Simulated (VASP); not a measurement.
## Pt: single point with BLYP

Crystal: Pt.

```xyz
2
Lattice="2.7366 0.0000 0.0000 -1.3683 2.3700 0.0000 0.0000 0.0000 4.7618" Properties=species:S:1:pos:R:3 pbc="T T T"
Pt    0.0000    1.5800    1.1904
Pt    1.3683    0.7900    3.5713
```

This isn't the form of Pt at room conditions, which is fcc.

```
Program             : VASP 6.6.1
Task                : single point
Functional          : BLYP
Potentials or basis : VASP PAW PBE potentials, release 64 (Pt_sv_GW)
Cutoff              : 570 eV
k mesh              : 14 × 14 × 7
Occupations         : fermi-dirac, width 0.1 eV
Spin                : no spin polarisation
```

```
Pressure               : 20.1 GPa
Band gap on the k mesh : zero (bands 18 and 19 overlap by 1.32 eV)
```

Stress tensor (GPa, compression positive):
```
21.33  0.00  0.00
 0.00 21.33  0.00
 0.00  0.00 17.64
```

Levels at points of the mesh, in eV from the Fermi level:
```tsv
k point	band 16	band 17	band 18	band 19	band 20	band 21
(0.00, 0.00, 0.00)	-1.88	-1.88	-0.50	-0.25	-0.25	4.81
(0.50, 0.00, 0.00)	-0.03	0.33	0.53	2.45	3.97	7.52
```

Run time: 32 s on 1 thread of Intel(R) Xeon(R) 6975P-C (Granite Rapids) (shared host), peak memory 0.21 GiB.

Caveat: the cell stands under pressure; the PAW data sets were made with another functional, which shifts forces and pressure a little; spin-orbit coupling is left out, which moves the levels of the heavy elements.
